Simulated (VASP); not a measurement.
# BN (F-43m) in VASP: single point with r2SCAN

Aim: the single point of BN with r2SCAN.

All numbers are computed with VASP 6.6.1; they aren't measurements. Logs are shortened: lines on timing, memory, paths and dates and some standing lists are left out, and cuts for length are marked.

## Step 1: The cell of the first run

Symmetry: F-43m, No. 216, cubic system. The conventional cell has a = 3.624 Å, b = 3.624 Å, c = 3.624 Å, α = 90.00°, β = 90.00°, γ = 90.00°. Within 2.1 Å of B (site symmetry -43m) lie 4 N at 1.57 Å. Within 2.1 Å of N (site symmetry -43m) lie 4 B at 1.57 Å.

## Step 2: Single point, r2SCAN

The input, POSCAR:

```
BN
1.0
    0.0000000000      1.8120264350      1.8120264350
    1.8120264350      0.0000000000      1.8120264350
    1.8120264350      1.8120264350      0.0000000000
B N
1 1
Direct
    0.0000000000      0.0000000000      0.0000000000
    0.2500000000      0.2500000000      0.2500000000
```

The input, INCAR.step1:

```
SYSTEM = BN
PREC     = Accurate       ! precision mode
ENCUT    = 660            ! plane-wave cutoff, eV
ISMEAR   = 0              ! smearing method
SIGMA    = 0.02           ! smearing width, eV
LREAL    = .False.        ! projectors in reciprocal space
LASPH    = .True.         ! aspherical terms in the spheres
NELM     = 120            ! most SCF steps
NBANDS   = 11             ! bands
GGA      = PE             ! functional
ALGO     = Normal         ! electronic algorithm
EDIFF    = 1E-5           ! SCF threshold, eV
LWAVE    = .True.         ! write WAVECAR
LCHARG   = .False.        ! write CHGCAR
GGA_COMPAT= .False.
```

The input, INCAR.step2:

```
SYSTEM = BN
PREC     = Accurate       ! precision mode
ENCUT    = 660            ! plane-wave cutoff, eV
EDIFF    = 1E-6           ! SCF threshold, eV
ISMEAR   = 0              ! smearing method
SIGMA    = 0.02           ! smearing width, eV
LREAL    = .False.        ! projectors in reciprocal space
LASPH    = .True.         ! aspherical terms in the spheres
NELM     = 120            ! most SCF steps
ALGO     = Normal         ! electronic algorithm
ISIF     = 2              ! what is computed and relaxed
LWAVE    = .False.        ! write WAVECAR
LCHARG   = .True.         ! write CHGCAR
METAGGA  = R2SCAN         ! meta-GGA
LMIXTAU  = .True.       
LELF     = .True.         ! ELF
LVHAR    = .True.       
NBANDS   = 11             ! bands
ISTART   = 1            
GGA_COMPAT= .False.
```

The input, KPOINTS:

```
regular mesh
0
Gamma
  12 12 12
  0 0 0
```

Potentials or basis: VASP PAW PBE potentials, release 64 (B, N).

Started as:

```bash
cat potpaw_PBE.64/B/POTCAR potpaw_PBE.64/N/POTCAR > POTCAR
cp INCAR.step1 INCAR
mpirun -np 1 vasp_std > vasp.out
cp INCAR.step2 INCAR
mpirun -np 1 vasp_std > vasp.out
```

OUTCAR:

```text
SYSTEM = BN
   PREC = Accurate
   ENCUT = 660
   EDIFF = 1E-6
   ISMEAR = 0
   LREAL = .False.
   LASPH = .True.
   NELM = 120
   ISIF = 2
   METAGGA = R2SCAN
   ISTART = 1

 ion  position               nearest neighbor table
   1  0.000  0.000  0.000-   2 1.57   2 1.57   2 1.57   2 1.57
   2  0.250  0.250  0.250-   1 1.57   1 1.57   1 1.57   1 1.57

  LATTYP: Found a face centered cubic cell.
 ALAT       =     3.6240528700

  Lattice vectors:

 A1 = (   0.0000000000,   1.8120264350,   1.8120264350)
 A2 = (   1.8120264350,   0.0000000000,   1.8120264350)
 A3 = (   1.8120264350,   1.8120264350,   0.0000000000)

Analysis of symmetry for initial positions (statically):
=====================================================================
 Subroutine PRICEL returns:
 Original cell was already a primitive cell.

 Routine SETGRP: Setting up the symmetry group for a
 face centered cubic supercell.

 Subroutine GETGRP returns: Found 24 space group operations
 (whereof 24 operations were pure point group operations)
 out of a pool of 48 trial point group operations.

The static configuration has the point symmetry T_d .

Analysis of symmetry for dynamics (positions and initial velocities):
=====================================================================
 Subroutine PRICEL returns:
 Original cell was already a primitive cell.

 Routine SETGRP: Setting up the symmetry group for a
 face centered cubic supercell.

 Subroutine GETGRP returns: Found 24 space group operations
 (whereof 24 operations were pure point group operations)
 out of a pool of 48 trial point group operations.

The dynamic configuration has the point symmetry T_d .

 Subroutine INISYM returns: Found 24 space group operations
 (whereof 24 operations are pure point group operations),
 and found     1 'primitive' translations

----------------------------------------------------------------------------------------

                                     Primitive cell

  volume of cell :      11.8994

  direct lattice vectors                    reciprocal lattice vectors
     0.000000000  1.812026435  1.812026435    -0.275934164  0.275934164  0.275934164
     1.812026435  0.000000000  1.812026435     0.275934164 -0.275934164  0.275934164
     1.812026435  1.812026435  0.000000000     0.275934164  0.275934164 -0.275934164

  length of vectors
     2.562592360  2.562592360  2.562592360     0.477931992  0.477931992  0.477931992

  position of ions in fractional coordinates (direct lattice)
     0.000000000  0.000000000  0.000000000
     0.250000000  0.250000000  0.250000000

  ion indices of the primitive-cell ions
   primitive index   ion index
                 1           1
                 2           2

----------------------------------------------------------------------------------------

 KPOINTS: regular mesh

Automatic generation of k-mesh.
 Grid dimensions read from file:
 generate k-points for:   12   12   12

 Generating k-lattice:

  Cartesian coordinates                     Fractional coordinates (reciprocal lattice)
    -0.022994514  0.022994514  0.022994514     0.083333333  0.000000000  0.000000000
     0.022994514 -0.022994514  0.022994514     0.000000000  0.083333333  0.000000000
     0.022994514  0.022994514 -0.022994514     0.000000000  0.000000000  0.083333333

  Length of vectors
     0.039827666  0.039827666  0.039827666

  Shift w.r.t. Gamma in fractional coordinates (k-lattice)
     0.000000000  0.000000000  0.000000000

 Subroutine IBZKPT returns following result:
 ===========================================

 Found     72 irreducible k-points:

 Following reciprocal coordinates:
            Coordinates               Weight
  0.000000  0.000000  0.000000      1.000000
  0.083333  0.000000  0.000000      8.000000
  0.166667  0.000000  0.000000      8.000000
  0.250000  0.000000  0.000000      8.000000
  0.333333  0.000000  0.000000      8.000000
  0.416667  0.000000  0.000000      8.000000
[... 16 lines left out ...]
  0.500000  0.166667  0.000000     24.000000
 -0.416667  0.166667  0.000000     24.000000
 [... further k-points ...]
   k-points           NKPTS =     72   k-points in BZ     NKDIM =     72   number of bands    NBANDS=     11
   number of dos      NEDOS =    301   number of ions     NIONS =      2
   total plane-waves  NPLWV =  13824
   dimension x,y,z NGX =    24 NGY =   24 NGZ =   24
   dimension x,y,z NGXF=    48 NGYF=   48 NGZF=   48
   ions per type =               1   1
   NGX,Y,Z   is equivalent  to a cutoff of  15.57, 15.57, 15.57 a.u.
   NGXF,Y,Z  is equivalent  to a cutoff of  31.14, 31.14, 31.14 a.u.
 SYSTEM =  BN
   PREC   = accura    normal or accurate (medium, high low for compatibility)
   ISTART =      1    job   : 0-new  1-cont  2-samecut
   ICHARG =      0    charge: 1-file 2-atom 10-const
   ISPIN  =      1    spin polarized calculation?
   LNONCOLLINEAR =      F non collinear calculations
   LSORBIT =      F    spin-orbit coupling
   LASPH  =      T    aspherical Exc in radial PAW
   ENCUT  =  660.0 eV  48.51 Ry    6.96 a.u.   5.37  5.37  5.37*2*pi/ulx,y,z
   NELM   =    120;   NELMIN=  2; NELMDL=  0     # of ELM steps
   EDIFF  = 0.1E-05   stopping-criterion for ELM
   LREAL  =      F    real-space projection
   EDIFFG = 0.1E-04   stopping-criterion for IOM
   NSW    =      0    number of steps for IOM
   IBRION =     -1    ionic relax: 0-MD 1-quasi-New 2-CG
   NFREE  =      0    steps in history (QN), initial steepest desc. (CG)
   ISIF   =      2    stress and relaxation
   ISYM   =      2    0-nonsym 1-usesym 2-fastsym
   POTIM  = 0.5000    time-step for ionic-motion
   TEBEG  =    0.0;   TEEND  =   0.0 temperature during run
   PSTRESS=    0.0 pullay stress
   NELECT =       8.0000    total number of electrons
   NUPDOWN=      -1.0000    fix difference up-down
   EMIN   =  10.00;   EMAX   =-10.00  energy-range for DOS
   EFERMI =   0.00;   METHOD = LEGACY
   ISMEAR =     0;   SIGMA  =   0.02  broadening in eV -4-tet -1-fermi 0-gaus
   EFERMI_NEDOS =   21; number of points for ismear=-14 and -15
   IALGO  =     38    algorithm
   IMIX   =      4    mixing-type and parameters
     AMIX     =   0.40;   BMIX     =  1.00
     AMIX_MAG =   1.60;   BMIX_MAG =  1.00
  volume/ion in A,a.u.               =       5.95        40.15
  Fermi-wavevector in a.u.,A,eV,Ry     =   1.434158  2.710165 27.984583  2.056809
  Thomas-Fermi vector in A             =   2.553597
   LORBIT       =      0    0 simple, 1 ext, 2 COOP (PROOUT), +10 PAW based schemes
   METAGGA = R2SCAN    functional components
   LHFCALC =     F    Hartree Fock is set to
   AEXX    =    0.0000 exact exchange contribution
   IVDW    =     0    specifies the selected vdW correction
   LEPSILON=     F    determine dielectric tensor
   LRPA    =     F    only Hartree local field effects (RPA)
 non-spin polarized calculation
 Gauss-broadening in eV      SIGMA  =   0.02
  energy-cutoff  :      660.00
  volume of cell :       11.90
 maximum number of plane-waves:       471
 NGX is ok and might be reduce to    24
   NGX = 11   NGY = 11   NGZ = 11

 number of electron       8.0000000 magnetization

 Free energy of the ion-electron system (eV)
  ---------------------------------------------------
  ext. energy  EPLUGINS =         0.00000000
  ---------------------------------------------------
  free energy    TOTEN  =       -19.17398237 eV

  energy without entropy =      -19.17398237  energy(sigma->0) =      -19.17398237

 E-fermi :   7.3969     XC(G=0): -13.6062

 val. band max:        7.1495554706   @ k =   0.0000   0.0000   0.0000
 cond. band min:      12.1169012349   @ k =   0.5000   0.5000   0.0000
 fundamental gap:      4.9673457643
 Fermi energy:         7.3968751417

 k-point     1 :       0.0000    0.0000    0.0000
  band No.  band energies     occupation
      1     -14.0544      2.00000
      2       7.1496      2.00000
      3       7.1496      2.00000
      4       7.1496      2.00000
      5      16.6390      0.00000
      6      16.6390      0.00000
      7      16.6390      0.00000
      8      18.0844      0.00000
      9      33.1351      0.00000
     10      35.7988      0.00000
     11      35.7988      0.00000

 k-point     2 :       0.0833    0.0000    0.0000
  band No.  band energies     occupation
      1     -13.8806      2.00000
      2       6.2014      2.00000
      3       6.9648      2.00000
      4       6.9648      2.00000
      5      16.8481      0.00000
      6      16.9243      0.00000
      7      16.9243      0.00000
      8      18.6837      0.00000
      9      32.9540      0.00000
     10      33.6968      0.00000
     11      33.6968      0.00000

 k-point     3 :       0.1667    0.0000    0.0000
  band No.  band energies     occupation
      1     -13.3663      2.00000
      2       4.0191      2.00000
      3       6.5137      2.00000
      4       6.5137      2.00000
      5      17.1374      0.00000
      6      17.5878      0.00000
      7      17.5878      0.00000
      8      20.1204      0.00000
      9      32.1022      0.00000
     10      32.1022      0.00000
     11      32.4133      0.00000

 k-point     4 :       0.2500    0.0000    0.0000
  band No.  band energies     occupation
      1     -12.5379      2.00000
      2       1.4607      2.00000
      3       5.9905      2.00000
      4       5.9905      2.00000
      5      17.4033      0.00000
      6      18.2186      0.00000
      7      18.2186      0.00000
      8      21.5829      0.00000
      9      31.7088      0.00000
     10      31.7088      0.00000
     11      31.8428      0.00000
[... 239 lines left out ...]
 k-point    22 :       0.4167    0.1667    0.0000
  band No.  band energies     occupation
      1     -10.5563      2.00000
      2      -1.3213      2.00000
      3       3.8972      2.00000
      4       4.1058      2.00000
      5      16.2842      0.00000
      6      20.3022      0.00000
      7      20.8826      0.00000
      8      21.7704      0.00000
      9      28.7146      0.00000
     10      34.7071      0.00000
     11      36.8104      0.00000

 k-point    23 :       0.5000    0.1667    0.0000
  band No.  band energies     occupation
      1      -9.5998      2.00000
      2      -2.8897      2.00000
      3       3.2912      2.00000
      4       4.1798      2.00000
      5      16.6443      0.00000
      6      20.2184      0.00000
      7      20.6156      0.00000
      8      23.1872      0.00000
      9      29.1179      0.00000
     10      34.9281      0.00000
     11      36.0356      0.00000

 k-point    24 :      -0.4167    0.1667    0.0000
  band No.  band energies     occupation
      1      -9.4217      2.00000
      2      -3.1535      2.00000
      3       2.8769      2.00000
      4       4.5047      2.00000
      5      17.1122      0.00000
      6      20.0669      0.00000
      7      20.1985      0.00000
      8      23.8638      0.00000
      9      29.4084      0.00000
     10      33.6243      0.00000
     11      35.2302      0.00000

 [... further k-points ...]

------------------------ aborting loop because EDIFF is reached ----------------------------------------

  FORCE on cell =-STRESS in cart. coord.  units (eV):
  Direction    XX          YY          ZZ          XY          YZ          ZX
  --------------------------------------------------------------------------------------
  -------------------------------------------------------------------------------------
  Total       -0.2535749     -0.2535749     -0.2535749     -0.0000000     -0.0000000      0.0000000
  in kB      -34.1423448    -34.1423448    -34.1423448     -0.0000000     -0.0000000      0.0000000
  external PRESSURE =     -34.1423448 kB  Pullay stress =       0.0000000 kB

 VOLUME and BASIS-vectors are now :
 -----------------------------------------------------------------------------
  energy-cutoff  :      660.00
  volume of cell :       11.90
      direct lattice vectors                 reciprocal lattice vectors
     0.000000000  1.812026435  1.812026435    -0.275934164  0.275934164  0.275934164
     1.812026435  0.000000000  1.812026435     0.275934164 -0.275934164  0.275934164
     1.812026435  1.812026435  0.000000000     0.275934164  0.275934164 -0.275934164

 POSITION                                       TOTAL-FORCE (eV/Angst)
 -----------------------------------------------------------------------------------
      0.00000      0.00000      0.00000        -0.000000     -0.000000     -0.000000
      0.90601      0.90601      0.90601         0.000000      0.000000      0.000000
 -----------------------------------------------------------------------------------
    total drift:                                0.000000      0.000000      0.000000

  FREE ENERGIE OF THE ION-ELECTRON SYSTEM (eV)
  ---------------------------------------------------
  free  energy   TOTEN  =       -19.1739823698 eV

  energy  without entropy=      -19.1739823698  energy(sigma->0) =      -19.17398237
```

Wall time 38 s (1 thread of AMD EPYC 9R45 (Zen 5), shared host); peak memory 0.11 GiB.

What came out:

```
Free energy            : -19.1740 eV
Pressure               : -3.4 GPa
Band gap on the k mesh : 4.97 eV (least direct gap 9.49 eV)
```

Caveat: the cell stands under tension; the PAW data sets were made with another functional, which shifts forces and pressure a little. A k mesh can miss the band edges.
